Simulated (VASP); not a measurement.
**CdAg4: single point with LDA**

CdAg4, a slab with vacuum:

```
CELL_PARAMETERS angstrom
2.82844 0.00000 0.00000
-1.41422 2.44950 0.00000
0.00000 0.00000 25.23770
ATOMIC_POSITIONS crystal
Cd 0.83333 0.16667 0.31702
Ag 0.16667 0.83333 0.40837
Ag 0.50000 0.50000 0.50000
Ag 0.83333 0.16667 0.59163
Ag 0.16667 0.83333 0.68298
```

```json
{
 "Program": "VASP 6.6.1",
 "Task": "single point",
 "Functional": "LDA",
 "Potentials or basis": "VASP PAW LDA potentials, release 64 (Cd, Ag)",
 "Cutoff": "520 eV",
 "k mesh": "13 × 13 × 1",
 "Occupations": "fermi-dirac, width 0.05 eV",
 "Spin": "no spin polarisation",
 "Dipole correction": "yes",
 "Further INCAR settings": "ALGO = Normal; EDIFF = 1e-07; NBANDS = 36"
}
```

* Largest force: 0.618 eV/Å
* Band gap on the k mesh: zero (bands 28 and 29 overlap by 5.87 eV)

Forces on the atoms (eV/Å):
```
Cd   0.000  0.000 -0.618
Ag   0.000  0.000  0.617
Ag   0.000  0.000 -0.002
Ag   0.000  0.000  0.065
Ag   0.000  0.000 -0.062
```

Levels at points of the mesh, in eV from the Fermi level:
```
           k point  band 25  band 26  band 27  band 28  band 29  band 30  band 31  band 32
(0.00, 0.00, 0.00)    -3.51    -3.44    -3.44    -3.05    -3.05    -1.72    -0.29     3.72
```

It took 3.8 min on 1 thread of Intel(R) Xeon(R) 6975P-C (Granite Rapids), on a shared host, peak memory 0.32 GiB.
